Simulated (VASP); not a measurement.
# PbSe (I4/mmm) in VASP: single point with LDA

Aim: the single point of PbSe with LDA.

All numbers are computed with VASP 6.6.1; they aren't measurements. Logs are shortened: lines on timing, memory, paths and dates and some standing lists are left out, and cuts for length are marked.

## 1. The cell of the first run

The structure is tetragonal, space group I4/mmm (No. 139). Conventional cell: a = 4.261 Å, b = 4.261 Å, c = 6.327 Å, α = 90.00°, β = 90.00°, γ = 90.00°. Pb (site symmetry 4/mmm) has 6 Se at 3.01 to 3.16 Å within 4.0 Å. Within 4.0 Å of Se (site symmetry 4/mmm) lie 6 Pb at 3.01 to 3.16 Å.

## 2. Single point, LDA

The input, INCAR:

```
SYSTEM = PbSe
PREC = Accurate ; ENCUT = 520
EDIFF = 1E-7 ; ISMEAR = 0
SIGMA = 0.03 ; LREAL = .False.
LASPH = .True. ; NELM = 100
ALGO = Normal ; ISIF = 2
LWAVE = .False. ; LCHARG = .False.
NBANDS = 17
```

The input, KPOINTS:

```
regular mesh
0
Gamma
  10 10 10
  0 0 0
```

The input, POSCAR:

```
PbSe
1.0
    0.0000000000      3.0127518457      3.1633894380
    3.0127518457      0.0000000000      3.1633894380
    3.0127518457      3.0127518457      0.0000000000
Pb Se
1 1
Direct
    0.0000000000      0.0000000000      0.0000000000
    0.5000000000      0.5000000000      0.5000000000
```

Potentials or basis: VASP PAW LDA potentials, release 64 (Pb_d, Se).

Launch:

```bash
$ cat potpaw_LDA.64/Pb_d/POTCAR potpaw_LDA.64/Se/POTCAR > POTCAR
$ mpirun -np 1 vasp_std > vasp.out
```

OUTCAR:

```text
SYSTEM = PbSe
   PREC = Accurate
   ENCUT = 520
   EDIFF = 1E-7
   ISMEAR = 0
   LREAL = .False.
   LASPH = .True.
   NELM = 100
   ISIF = 2

 ion  position               nearest neighbor table
   1  0.000  0.000  0.000-   2 3.01   2 3.01   2 3.01   2 3.01   2 3.16   2 3.16
   2  0.500  0.500  0.500-   1 3.01   1 3.01   1 3.01   1 3.01   1 3.16   1 3.16

  LATTYP: Found a body centered tetragonal cell.
 ALAT       =     4.2606745203
 C/A-ratio  =     1.4849242405

  Lattice vectors:

 A1 = (  -3.0127518457,   0.0000000000,   3.1633894380)
 A2 = (   3.0127518457,   0.0000000000,   3.1633894380)
 A3 = (   0.0000000000,   3.0127518457,  -3.1633894380)

Analysis of symmetry for initial positions (statically):
=====================================================================
 Subroutine PRICEL returns:
 Original cell was already a primitive cell.

 Routine SETGRP: Setting up the symmetry group for a
 body centered tetragonal supercell.

 Subroutine GETGRP returns: Found 16 space group operations
 (whereof 16 operations were pure point group operations)
 out of a pool of 16 trial point group operations.

The static configuration has the point symmetry D_4h.

Analysis of symmetry for dynamics (positions and initial velocities):
=====================================================================
 Subroutine PRICEL returns:
 Original cell was already a primitive cell.

 Routine SETGRP: Setting up the symmetry group for a
 body centered tetragonal supercell.

 Subroutine GETGRP returns: Found 16 space group operations
 (whereof 16 operations were pure point group operations)
 out of a pool of 16 trial point group operations.

The dynamic configuration has the point symmetry D_4h.

 Subroutine INISYM returns: Found 16 space group operations
 (whereof 16 operations are pure point group operations),
 and found     1 'primitive' translations

----------------------------------------------------------------------------------------

                                     Primitive cell

  volume of cell :      57.4261

  direct lattice vectors                    reciprocal lattice vectors
     0.000000000  3.012751846  3.163389438    -0.165961229  0.165961229  0.158058314
     3.012751846  0.000000000  3.163389438     0.165961229 -0.165961229  0.158058314
     3.012751846  3.012751846  0.000000000     0.165961229  0.165961229 -0.158058314

  length of vectors
     4.368490176  4.368490176  4.260674520     0.282964114  0.282964114  0.282964114

  position of ions in fractional coordinates (direct lattice)
     0.000000000  0.000000000  0.000000000
     0.500000000  0.500000000  0.500000000

  ion indices of the primitive-cell ions
   primitive index   ion index
                 1           1
                 2           2

----------------------------------------------------------------------------------------

 KPOINTS: regular mesh

Automatic generation of k-mesh.
 Grid dimensions read from file:
 generate k-points for:   10   10   10

 Generating k-lattice:

  Cartesian coordinates                     Fractional coordinates (reciprocal lattice)
    -0.016596123  0.016596123  0.015805831     0.100000000  0.000000000  0.000000000
     0.016596123 -0.016596123  0.015805831     0.000000000  0.100000000  0.000000000
     0.016596123  0.016596123 -0.015805831     0.000000000  0.000000000  0.100000000

  Length of vectors
     0.028296411  0.028296411  0.028296411

  Shift w.r.t. Gamma in fractional coordinates (k-lattice)
     0.000000000  0.000000000  0.000000000

 Subroutine IBZKPT returns following result:
 ===========================================

 Found    102 irreducible k-points:

 Following reciprocal coordinates:
            Coordinates               Weight
  0.000000  0.000000  0.000000      1.000000
  0.100000  0.000000  0.000000      8.000000
  0.200000  0.000000  0.000000      8.000000
  0.300000 -0.000000  0.000000      8.000000
  0.400000 -0.000000  0.000000      8.000000
  0.500000 -0.000000  0.000000      4.000000
[... 16 lines left out ...]
  0.300000  0.300000  0.000000      2.000000
  0.400000  0.300000  0.000000      8.000000
 [... further k-points ...]
   k-points           NKPTS =    102   k-points in BZ     NKDIM =    102   number of bands    NBANDS=     17
   number of dos      NEDOS =    301   number of ions     NIONS =      2
   total plane-waves  NPLWV =  32768
   dimension x,y,z NGX =    32 NGY =   32 NGZ =   32
   dimension x,y,z NGXF=    64 NGYF=   64 NGZF=   64
   ions per type =               1   1
   NGX,Y,Z   is equivalent  to a cutoff of  12.18, 12.18, 12.49 a.u.
   NGXF,Y,Z  is equivalent  to a cutoff of  24.36, 24.36, 24.97 a.u.
 SYSTEM =  PbSe
   PREC   = accura    normal or accurate (medium, high low for compatibility)
   ISTART =      0    job   : 0-new  1-cont  2-samecut
   ICHARG =      2    charge: 1-file 2-atom 10-const
   ISPIN  =      1    spin polarized calculation?
   LNONCOLLINEAR =      F non collinear calculations
   LSORBIT =      F    spin-orbit coupling
   LASPH  =      T    aspherical Exc in radial PAW
   ENCUT  =  520.0 eV  38.22 Ry    6.18 a.u.   8.12  8.12  7.92*2*pi/ulx,y,z
   NELM   =    100;   NELMIN=  2; NELMDL= -5     # of ELM steps
   EDIFF  = 0.1E-06   stopping-criterion for ELM
   LREAL  =      F    real-space projection
   EDIFFG = 0.1E-05   stopping-criterion for IOM
   NSW    =      0    number of steps for IOM
   IBRION =     -1    ionic relax: 0-MD 1-quasi-New 2-CG
   NFREE  =      0    steps in history (QN), initial steepest desc. (CG)
   ISIF   =      2    stress and relaxation
   ISYM   =      2    0-nonsym 1-usesym 2-fastsym
   POTIM  = 0.5000    time-step for ionic-motion
   TEBEG  =    0.0;   TEEND  =   0.0 temperature during run
   PSTRESS=    0.0 pullay stress
   NELECT =      20.0000    total number of electrons
   NUPDOWN=      -1.0000    fix difference up-down
   EMIN   =  10.00;   EMAX   =-10.00  energy-range for DOS
   EFERMI =   0.00;   METHOD = LEGACY
   ISMEAR =     0;   SIGMA  =   0.03  broadening in eV -4-tet -1-fermi 0-gaus
   EFERMI_NEDOS =   21; number of points for ismear=-14 and -15
   IALGO  =     38    algorithm
   IMIX   =      4    mixing-type and parameters
     AMIX     =   0.40;   BMIX     =  1.00
     AMIX_MAG =   1.60;   BMIX_MAG =  1.00
  volume/ion in A,a.u.               =      28.71       193.77
  Fermi-wavevector in a.u.,A,eV,Ry     =   1.151812  2.176610 18.050462  1.326672
  Thomas-Fermi vector in A             =   2.288467
   LORBIT       =      0    0 simple, 1 ext, 2 COOP (PROOUT), +10 PAW based schemes
   GGA     = CA    functional components
   LHFCALC =     F    Hartree Fock is set to
   AEXX    =    0.0000 exact exchange contribution
   IVDW    =     0    specifies the selected vdW correction
   LEPSILON=     F    determine dielectric tensor
   LRPA    =     F    only Hartree local field effects (RPA)
 non-spin polarized calculation
 Gauss-broadening in eV      SIGMA  =   0.03
  energy-cutoff  :      520.00
  volume of cell :       57.43
 maximum number of plane-waves:      1564
   NGX = 17   NGY = 17   NGZ = 15

 number of electron      19.9999997 magnetization

 Free energy of the ion-electron system (eV)
  ---------------------------------------------------
  ext. energy  EPLUGINS =         0.00000000
  ---------------------------------------------------
  free energy    TOTEN  =        -9.41227178 eV

  energy without entropy =       -9.41226495  energy(sigma->0) =       -9.41226837

 E-fermi :   4.9918     XC(G=0):  -9.8351

 val. band max:        4.9399830864   @ k =   0.5000  -0.0000   0.0000
 cond. band min:       5.0436778490   @ k =   0.5000  -0.0000   0.0000
 fundamental gap:      0.1036947627
 Fermi energy:         4.9918304687

 k-point     1 :       0.0000    0.0000    0.0000
  band No.  band energies     occupation
      1     -11.9023      2.00000
      2     -11.8861      2.00000
      3     -11.8861      2.00000
      4     -11.8758      2.00000
      5     -11.8725      2.00000
      6      -8.7191      2.00000
[... 9 lines left out ...]
     16      11.4783      0.00000
     17      12.6141      0.00000

 k-point     2 :       0.1000    0.0000    0.0000
  band No.  band energies     occupation
      1     -11.9029      2.00000
      2     -11.8855      2.00000
      3     -11.8844      2.00000
      4     -11.8743      2.00000
      5     -11.8734      2.00000
      6      -8.6428      2.00000
[... 9 lines left out ...]
     16      11.6890      0.00000
     17      13.2772      0.00000

 k-point     3 :       0.2000    0.0000    0.0000
  band No.  band energies     occupation
      1     -11.9060      2.00000
      2     -11.8859      2.00000
      3     -11.8842      2.00000
      4     -11.8729      2.00000
      5     -11.8655      2.00000
      6      -8.4253      2.00000
[... 9 lines left out ...]
     16      12.2267      0.00000
     17      14.6610      0.00000

 k-point     4 :       0.3000   -0.0000    0.0000
  band No.  band energies     occupation
      1     -11.9110      2.00000
      2     -11.8938      2.00000
      3     -11.8831      2.00000
      4     -11.8651      2.00000
      5     -11.8542      2.00000
      6      -8.1086      2.00000
[... 9 lines left out ...]
     16      13.0789      0.00000
     17      16.1402      0.00000

 k-point     5 :       0.4000   -0.0000    0.0000
  band No.  band energies     occupation
      1     -11.9154      2.00000
      2     -11.9008      2.00000
      3     -11.8825      2.00000
      4     -11.8583      2.00000
      5     -11.8445      2.00000
      6      -7.7914      2.00000
[... 9 lines left out ...]
     16      14.2650      0.00000
     17      15.8871      0.00000

 k-point     6 :       0.5000   -0.0000    0.0000
  band No.  band energies     occupation
      1     -11.9172      2.00000
      2     -11.9035      2.00000
      3     -11.8824      2.00000
      4     -11.8556      2.00000
      5     -11.8407      2.00000
      6      -7.6474      2.00000
[... 9 lines left out ...]
     16      14.9094      0.00000
     17      15.3120      0.00000

 k-point     7 :       0.1000    0.1000    0.0000
  band No.  band energies     occupation
      1     -11.9097      2.00000
      2     -11.8823      2.00000
      3     -11.8823      2.00000
      4     -11.8773      2.00000
      5     -11.8711      2.00000
      6      -8.6247      2.00000
[... 9 lines left out ...]
     16      12.0835      0.00000
     17      13.8161      0.00000

 k-point     8 :       0.2000    0.1000    0.0000
  band No.  band energies     occupation
      1     -11.9171      2.00000
      2     -11.8800      2.00000
      3     -11.8798      2.00000
      4     -11.8749      2.00000
      5     -11.8692      2.00000
      6      -8.4609      2.00000
[... 9 lines left out ...]
     16      12.6764      0.00000
     17      14.8086      0.00000
[... 203 lines left out ...]
      1     -11.9487      2.00000
      2     -11.8869      2.00000
      3     -11.8731      2.00000
      4     -11.8587      2.00000
      5     -11.8527      2.00000
      6      -7.5864      2.00000
[... 9 lines left out ...]
     16      15.3588      0.00000
     17      15.5586      0.00000

 k-point    20 :      -0.4000    0.2000    0.0000
  band No.  band energies     occupation
      1     -11.9383      2.00000
      2     -11.8931      2.00000
      3     -11.8752      2.00000
      4     -11.8562      2.00000
      5     -11.8513      2.00000
      6      -7.5155      2.00000
[... 9 lines left out ...]
     16      14.2405      0.00000
     17      16.0241      0.00000

 k-point    21 :      -0.3000    0.2000    0.0000
  band No.  band energies     occupation
      1     -11.9242      2.00000
      2     -11.8956      2.00000
      3     -11.8803      2.00000
      4     -11.8633      2.00000
      5     -11.8460      2.00000
      6      -7.6815      2.00000
[... 9 lines left out ...]
     16      14.5551      0.00000
     17      15.1458      0.00000

 k-point    22 :      -0.2000    0.2000    0.0000
  band No.  band energies     occupation
      1     -11.9111      2.00000
      2     -11.8941      2.00000
      3     -11.8848      2.00000
      4     -11.8708      2.00000
      5     -11.8467      2.00000
      6      -7.9744      2.00000
[... 9 lines left out ...]
     16      13.6755      0.00000
     17      14.9300      0.00000

 k-point    23 :       0.3000    0.3000    0.0000
  band No.  band energies     occupation
      1     -11.9691      2.00000
      2     -11.8863      2.00000
      3     -11.8624      2.00000
      4     -11.8597      2.00000
      5     -11.8597      2.00000
      6      -7.9654      2.00000
[... 9 lines left out ...]
     16      15.1811      0.00000
     17      15.2085      0.00000

 k-point    24 :       0.4000    0.3000    0.0000
  band No.  band energies     occupation
      1     -11.9819      2.00000
      2     -11.8855      2.00000
      3     -11.8654      2.00000
      4     -11.8557      2.00000
      5     -11.8523      2.00000
      6      -7.7384      2.00000
[... 9 lines left out ...]
     16      15.7159      0.00000
     17      16.2807      0.00000

 [... further k-points ...]

------------------------ aborting loop because EDIFF is reached ----------------------------------------

  FORCE on cell =-STRESS in cart. coord.  units (eV):
  Direction    XX          YY          ZZ          XY          YZ          ZX
  --------------------------------------------------------------------------------------
  -------------------------------------------------------------------------------------
  Total       -0.0034945     -0.0034945     -1.8521981      0.0000000      0.0000000      0.0000000
  in kB       -0.0974946     -0.0974946    -51.6759710      0.0000000      0.0000000      0.0000000
  external PRESSURE =     -17.2903201 kB  Pullay stress =       0.0000000 kB

 VOLUME and BASIS-vectors are now :
 -----------------------------------------------------------------------------
  energy-cutoff  :      520.00
  volume of cell :       57.43
      direct lattice vectors                 reciprocal lattice vectors
     0.000000000  3.012751846  3.163389438    -0.165961229  0.165961229  0.158058314
     3.012751846  0.000000000  3.163389438     0.165961229 -0.165961229  0.158058314
     3.012751846  3.012751846  0.000000000     0.165961229  0.165961229 -0.158058314

 POSITION                                       TOTAL-FORCE (eV/Angst)
 -----------------------------------------------------------------------------------
      0.00000      0.00000      0.00000        -0.000000      0.000000     -0.000000
      3.01275      3.01275      3.16339         0.000000     -0.000000      0.000000
 -----------------------------------------------------------------------------------
    total drift:                                0.000000     -0.000000     -0.000000

  FREE ENERGIE OF THE ION-ELECTRON SYSTEM (eV)
  ---------------------------------------------------
  free  energy   TOTEN  =        -9.4122717846 eV

  energy  without entropy=       -9.4122649538  energy(sigma->0) =       -9.41226837
```

Wall time 33 s (1 thread of Intel Xeon 6975P-C (Granite Rapids), shared host); peak memory 0.23 GiB.

What came out:

```
Free energy            : -9.4123 eV
Pressure               : -1.7 GPa
Band gap on the k mesh : 0.10 eV
```

Stress tensor (GPa, compression positive):
```
-0.01  0.00  0.00
 0.00 -0.01  0.00
 0.00  0.00 -5.17
```

Levels at points of the mesh, in eV from the valence-band top:
```tsv
k point	band 8	band 9	band 10	band 11	band 12	band 13
(0.00, 0.00, 0.00)	-2.06	-2.06	-1.64	3.85	4.93	4.93
(0.50, 0.00, 0.00)	-1.56	-1.43	0.00	0.10	1.46	1.69
(0.50, 0.50, 0.00)	-5.00	-3.22	-3.22	3.70	5.50	5.64
(0.50, 0.00, 0.50)	-5.09	-3.58	-3.07	3.52	4.83	5.94
```

Caveat: spin-orbit coupling is left out, which moves the levels of the heavy elements. A k mesh can miss the band edges.
